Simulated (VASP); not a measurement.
## TePb: single point with revPBE

Crystal: TePb.

```xyz
2
Lattice="0.0000 3.1650 3.1650 3.1650 0.0000 3.1650 3.1650 3.1650 0.0000" Properties=species:S:1:pos:R:3 pbc="T T T"
Pb    0.0000    0.0000    0.0000
Te    3.1650    3.1650    3.1650
```

* Program: VASP 6.6.1
* Task: single point
* Functional: revPBE
* Potentials or basis: VASP PAW PBE potentials, release 64 (Pb_d, Te)
* Cutoff: 520 eV
* k mesh: 7 × 7 × 7
* Occupations: fermi-dirac, width 0.05 eV
* Spin: no spin polarisation
* Dipole correction: no
* Further INCAR settings: ALGO = Normal; EDIFF = 1e-06; NBANDS = 17

* Pressure: 6.6 GPa

Levels at points of the mesh, in eV from the Fermi level:
| k point | band 8 | band 9 | band 10 | band 11 | band 12 | band 13 |
| --- | --- | --- | --- | --- | --- | --- |
| (0.00, 0.00, 0.00) | -1.98 | -1.98 | -1.98 | 3.79 | 3.79 | 3.79 |

It took 58 s on 1 thread of AMD EPYC 7R13 (shared host), peak memory 0.18 GiB.

Caveat: this odd mesh misses L, where the gap lies, so gap, dielectric constants and Born charges aren't listed; the PAW data sets were made with another functional, which shifts forces and pressure a little; spin-orbit coupling is left out, which moves the levels of the heavy elements.
